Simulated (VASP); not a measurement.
# AlCu5 (P6/mmm) in VASP: relaxation of cell and atoms with PBE

Aim: the relaxation of cell and atoms of AlCu5 with PBE.

Everything below comes from runs of VASP 6.6.1. Logs are shortened: lines on timing, memory, paths and dates and some standing lists are left out, and cuts for length are marked.

## 1. The cell of the first run

Symmetry: P6/mmm, No. 191, hexagonal system. The conventional cell has a = 7.889 Å, b = 7.889 Å, c = 2.409 Å, α = 90.00°, β = 90.00°, γ = 120.00°. Al (site symmetry 6/mmm) has 2 Al at 2.41 Å within 3.2 Å. Cu (site symmetry mmm) has 4 Cu at 2.28 to 2.41 Å within 3.0 Å. Within 3.0 Å of Cu (site symmetry -6m2) lie 5 Cu at 2.28 to 2.41 Å.

The cell was generated, and may not be a known phase.

## 2. Relaxation of cell and atoms, PBE

The input, INCAR:

```
  ALGO = Fast
  EDIFF = 1E-7
  EDIFFG = -0.01
  ENCUT = 600
  GGA = PE
  IBRION = 2
  ISIF = 3
  ISMEAR = 0
  LASPH = T
  LCHARG = F
  LREAL = F
  LWAVE = F
  NELM = 60
  NSW = 100
  PREC = Accurate
  SIGMA = 0.1
```

The input, KPOINTS:

```
k-points
0
Gamma
  6 6 16
```

The input, POSCAR:

```
AlCu5
1.0
    7.8894869727      0.0000000000      0.0000000000
   -3.9447434863      6.8324961411      0.0000000000
    0.0000000000      0.0000000000      2.4087799162
Al Cu
1 5
Direct
    0.0000000000      0.0000000000      0.0000000000
    0.5000000000      0.0000000000      0.5000000000
    0.0000000000      0.5000000000      0.5000000000
    0.5000000000      0.5000000000      0.5000000000
    0.3333333333      0.6666666667      0.5000000000
    0.6666666667      0.3333333333      0.5000000000
```

Potentials or basis: VASP PAW PBE potentials, release 64 (Al, Cu).

The run is started by

```console
$ cat potpaw_PBE.64/Al/POTCAR potpaw_PBE.64/Cu/POTCAR > POTCAR
$ mpirun -np 1 vasp_std > vasp.out
```

OUTCAR:

```text
EDIFF = 1E-7
   EDIFFG = -0.01
   ENCUT = 600
   GGA = PE
   IBRION = 2
   ISIF = 3
   ISMEAR = 0
   LASPH = T
   LREAL = F
   NELM = 60
   NSW = 100
   PREC = Accurate

 ion  position               nearest neighbor table
   1  0.000  0.000  0.000-
   2  0.500  0.000  0.500-   5 2.28   6 2.28
   3  0.000  0.500  0.500-   5 2.28   6 2.28
   4  0.500  0.500  0.500-   5 2.28   6 2.28
   5  0.333  0.667  0.500-   2 2.28   3 2.28   4 2.28
   6  0.667  0.333  0.500-   2 2.28   3 2.28   4 2.28

  LATTYP: Found a hexagonal cell.
 ALAT       =     7.8894869727
 C/A-ratio  =     0.3053151522

  Lattice vectors:

 A1 = (   7.8894869727,   0.0000000000,   0.0000000000)
 A2 = (  -3.9447434863,   6.8324961411,   0.0000000000)
 A3 = (   0.0000000000,   0.0000000000,   2.4087799162)

Analysis of symmetry for initial positions (statically):
=====================================================================
 Subroutine PRICEL returns:
 Original cell was already a primitive cell.

 Routine SETGRP: Setting up the symmetry group for a
 hexagonal supercell.

 Subroutine GETGRP returns: Found 24 space group operations
 (whereof 24 operations were pure point group operations)
 out of a pool of 24 trial point group operations.

The static configuration has the point symmetry D_6h.

Analysis of symmetry for dynamics (positions and initial velocities):
=====================================================================
 Subroutine PRICEL returns:
 Original cell was already a primitive cell.

 Routine SETGRP: Setting up the symmetry group for a
 hexagonal supercell.

 Subroutine GETGRP returns: Found 24 space group operations
 (whereof 24 operations were pure point group operations)
 out of a pool of 24 trial point group operations.

The dynamic configuration has the point symmetry D_6h.

 Subroutine INISYM returns: Found 24 space group operations
 (whereof 24 operations are pure point group operations),
 and found     1 'primitive' translations

----------------------------------------------------------------------------------------

                                     Primitive cell

  volume of cell :     129.8450

  direct lattice vectors                    reciprocal lattice vectors
     7.889486973  0.000000000  0.000000000     0.126750954  0.073179697  0.000000000
    -3.944743486  6.832496141  0.000000000     0.000000000  0.146359395  0.000000000
     0.000000000  0.000000000  2.408779916     0.000000000  0.000000000  0.415147932

  length of vectors
     7.889486973  7.889486973  2.408779916     0.146359395  0.146359395  0.415147932

  position of ions in fractional coordinates (direct lattice)
     0.000000000  0.000000000  0.000000000
     0.500000000  0.000000000  0.500000000
     0.000000000  0.500000000  0.500000000
     0.500000000  0.500000000  0.500000000
     0.333333333  0.666666667  0.500000000
     0.666666667  0.333333333  0.500000000

  ion indices of the primitive-cell ions
   primitive index   ion index
                 1           1
                 2           2
                 3           3
                 4           4
                 5           5
                 6           6

----------------------------------------------------------------------------------------

 KPOINTS: k-points

Automatic generation of k-mesh.
 Grid dimensions read from file:
 generate k-points for:    6    6   16

 Generating k-lattice:

  Cartesian coordinates                     Fractional coordinates (reciprocal lattice)
     0.021125159  0.012196616  0.000000000     0.166666667  0.000000000  0.000000000
     0.000000000  0.024393232  0.000000000     0.000000000  0.166666667  0.000000000
     0.000000000  0.000000000  0.025946746     0.000000000  0.000000000  0.062500000

  Length of vectors
     0.024393232  0.024393232  0.025946746

  Shift w.r.t. Gamma in fractional coordinates (k-lattice)
     0.000000000  0.000000000  0.000000000

 Subroutine IBZKPT returns following result:
 ===========================================

 Found     63 irreducible k-points:

 Following reciprocal coordinates:
            Coordinates               Weight
  0.000000  0.000000  0.000000      1.000000
  0.166667  0.000000  0.000000      6.000000
  0.333333 -0.000000  0.000000      6.000000
  0.500000 -0.000000  0.000000      3.000000
  0.166667  0.166667  0.000000      6.000000
  0.333333  0.166667  0.000000     12.000000
[... 16 lines left out ...]
  0.166667  0.000000  0.187500     12.000000
  0.333333 -0.000000  0.187500     12.000000
 [... further k-points ...]
   k-points           NKPTS =     63   k-points in BZ     NKDIM =     63   number of bands    NBANDS=     34
   number of dos      NEDOS =    301   number of ions     NIONS =      6
   total plane-waves  NPLWV =  81920
   dimension x,y,z NGX =    64 NGY =   64 NGZ =   20
   dimension x,y,z NGXF=   128 NGYF=  128 NGZF=   40
   ions per type =               1   5
   NGX,Y,Z   is equivalent  to a cutoff of  13.49, 13.49, 13.80 a.u.
   NGXF,Y,Z  is equivalent  to a cutoff of  26.97, 26.97, 27.61 a.u.
 SYSTEM =  unknown system
   PREC   = accura    normal or accurate (medium, high low for compatibility)
   ISTART =      0    job   : 0-new  1-cont  2-samecut
   ICHARG =      2    charge: 1-file 2-atom 10-const
   ISPIN  =      1    spin polarized calculation?
   LNONCOLLINEAR =      F non collinear calculations
   LSORBIT =      F    spin-orbit coupling
   LASPH  =      T    aspherical Exc in radial PAW
   ENCUT  =  600.0 eV  44.10 Ry    6.64 a.u.  15.76 15.76  4.81*2*pi/ulx,y,z
   NELM   =     60;   NELMIN=  2; NELMDL= -5     # of ELM steps
   EDIFF  = 0.1E-06   stopping-criterion for ELM
   LREAL  =      F    real-space projection
   EDIFFG = -.1E-01   stopping-criterion for IOM
   NSW    =    100    number of steps for IOM
   IBRION =      2    ionic relax: 0-MD 1-quasi-New 2-CG
   NFREE  =      1    steps in history (QN), initial steepest desc. (CG)
   ISIF   =      3    stress and relaxation
   ISYM   =      2    0-nonsym 1-usesym 2-fastsym
   POTIM  = 0.5000    time-step for ionic-motion
   TEBEG  =    0.0;   TEEND  =   0.0 temperature during run
   PSTRESS=    0.0 pullay stress
   NELECT =      58.0000    total number of electrons
   NUPDOWN=      -1.0000    fix difference up-down
   EMIN   =  10.00;   EMAX   =-10.00  energy-range for DOS
   EFERMI =   0.00;   METHOD = LEGACY
   ISMEAR =     0;   SIGMA  =   0.10  broadening in eV -4-tet -1-fermi 0-gaus
   EFERMI_NEDOS =   21; number of points for ismear=-14 and -15
   IALGO  =     68    algorithm
   IMIX   =      4    mixing-type and parameters
     AMIX     =   0.40;   BMIX     =  1.00
     AMIX_MAG =   1.60;   BMIX_MAG =  1.00
  volume/ion in A,a.u.               =      21.64       146.04
  Fermi-wavevector in a.u.,A,eV,Ry     =   1.251437  2.364873 21.308018  1.566095
  Thomas-Fermi vector in A             =   2.385385
   LORBIT       =      0    0 simple, 1 ext, 2 COOP (PROOUT), +10 PAW based schemes
   GGA     = PE    functional components
   LHFCALC =     F    Hartree Fock is set to
   AEXX    =    0.0000 exact exchange contribution
   IVDW    =     0    specifies the selected vdW correction
   LEPSILON=     F    determine dielectric tensor
   LRPA    =     F    only Hartree local field effects (RPA)
 conjugate gradient relaxation of ions
 non-spin polarized calculation
 RMM-DIIS sequential band-by-band and
 Gauss-broadening in eV      SIGMA  =   0.10
  energy-cutoff  :      600.00
  volume of cell :      129.85
 maximum number of plane-waves:      4372
 NGX is ok and might be reduce to    64
   NGX = 31   NGY = 31   NGZ =  9

--------------------------------------- Ionic step        1  -------------------------------------------

 number of electron      57.9999956 magnetization

 Free energy of the ion-electron system (eV)
  ---------------------------------------------------
  ext. energy  EPLUGINS =         0.00000000
  ---------------------------------------------------
  free energy    TOTEN  =       -16.70759272 eV

  energy without entropy =      -16.69157815  energy(sigma->0) =      -16.69958543

------------------------ aborting loop because EDIFF is reached ----------------------------------------

  FORCE on cell =-STRESS in cart. coord.  units (eV):
  Direction    XX          YY          ZZ          XY          YZ          ZX
  --------------------------------------------------------------------------------------
  -------------------------------------------------------------------------------------
  Total        0.3871984      0.3871984      0.0091538      0.0000000     -0.0000000     -0.0000000
  in kB        4.7776995      4.7776995      0.1129496      0.0000000     -0.0000000     -0.0000000
  external PRESSURE =       3.2227829 kB  Pullay stress =       0.0000000 kB
[... 185 lines left out ...]
  energy  without entropy=      -16.6934684998  energy(sigma->0) =      -16.70149864

--------------------------------------- Ionic step        6  -------------------------------------------

 number of electron      57.9999969 magnetization

 Free energy of the ion-electron system (eV)
  ---------------------------------------------------
  ext. energy  EPLUGINS =         0.00000000
  ---------------------------------------------------
  free energy    TOTEN  =       -16.70952628 eV

  energy without entropy =      -16.69346992  energy(sigma->0) =      -16.70149810

 E-fermi :   2.5791     XC(G=0):  -9.1203

 val. band max:        2.5684633966   @ k =   0.3333   0.1667   0.0625
 cond. band min:       2.5999875634   @ k =   0.5000  -0.0000   0.0000
 fundamental gap:      0.0315241668
 Fermi energy:         2.5790687905

 k-point     1 :       0.0000    0.0000    0.0000
  band No.  band energies     occupation
      1      -4.4330      2.00000
      2      -3.4261      2.00000
      3      -1.8616      2.00000
      4      -1.6182      2.00000
      5      -1.6182      2.00000
      6      -0.9941      2.00000
[... 877 lines left out ...]
     33       4.2520      0.00000
     34       5.1561      0.00000

 [... further k-points ...]
[... 5 lines left out ...]
  --------------------------------------------------------------------------------------
  -------------------------------------------------------------------------------------
  Total        0.0457384      0.0457384     -0.0228474      0.0000000      0.0000000      0.0000000
  in kB        0.5593189      0.5593189     -0.2793925      0.0000000      0.0000000      0.0000000
  external PRESSURE =       0.2797484 kB  Pullay stress =       0.0000000 kB
[... 21 lines left out ...]
  FREE ENERGIE OF THE ION-ELECTRON SYSTEM (eV)
  ---------------------------------------------------
  free  energy   TOTEN  =       -16.7095262812 eV

  energy  without entropy=      -16.6934699223  energy(sigma->0) =      -16.70149810

 reached required accuracy - stopping structural energy minimisation
```

Run time: 12 min. Hardware: 1 thread of Intel Xeon 6975P-C (Granite Rapids), shared host; peak memory 0.47 GiB.

Results:

- Free energy: -16.7095 eV
- Relaxed volume: 21.84 Å³/atom
- Relaxed cell: a = 7.925 Å, b = 7.925 Å, c = 2.409 Å, α = 90.00°, β = 90.00°, γ = 120.00°
- Space group after relaxing (to 0.1 Å): P6/mmm (No. 191)
- Energy gained by relaxing: 0.3 meV/atom
- Ionic steps: 6
- Pressure after relaxing: 0.0 GPa
- Band gap on the k mesh: zero (bands 29 and 30 overlap by 4.08 eV)

Stress tensor (GPa, compression positive):
```
 0.06  0.00  0.00
 0.00  0.06  0.00
 0.00  0.00 -0.03
```

Step by step:
| step | energy change (eV) | largest force (eV/Å) | pressure (GPa) | volume (Å³) |
| --- | --- | --- | --- | --- |
| 1 | 0.0000 | 0.0000 | 0.32 | 129.85 |
| 2 | -0.0017 | 0.0000 | 0.09 | 130.66 |
| 3 | -0.0019 | 0.0000 | 0.03 | 130.90 |
| 4 | -0.0018 | 0.0000 | -0.15 | 131.37 |
| 5 | -0.0019 | 0.0000 | -0.04 | 131.05 |
| 6 | -0.0019 | 0.0000 | 0.03 | 131.02 |

Final structure:
```
CELL_PARAMETERS angstrom
7.92463 0.00000 0.00000
-3.96232 6.86294 0.00000
0.00000 0.00000 2.40903
ATOMIC_POSITIONS crystal
Al 0.00000 0.00000 0.00000
Cu 0.50000 0.00000 0.50000
Cu 0.00000 0.50000 0.50000
Cu 0.50000 0.50000 0.50000
Cu 0.33333 0.66667 0.50000
Cu 0.66667 0.33333 0.50000
```

Levels at points of the mesh, in eV from the Fermi level:
```tsv
k point	band 25	band 26	band 27	band 28	band 29	band 30	band 31	band 32	band 33	band 34
(0.00, 0.00, 0.00)	-1.40	-1.20	-1.20	-1.19	-1.04	-1.04	-0.75	-0.75	1.68	1.68
(0.50, 0.00, 0.00)	-1.20	-1.19	-1.17	-1.13	-1.10	-1.04	0.02	0.04	0.93	1.05
(0.00, 0.00, 0.50)	-0.79	-0.54	-0.19	1.09	3.03	3.62	3.62	3.68	3.85	4.71
(0.50, 0.00, 0.50)	-0.82	-0.61	0.56	0.88	1.88	2.98	3.37	3.46	4.10	5.17
```

The gap in the log of VASP goes by the Fermi energy; the results here count the filled bands.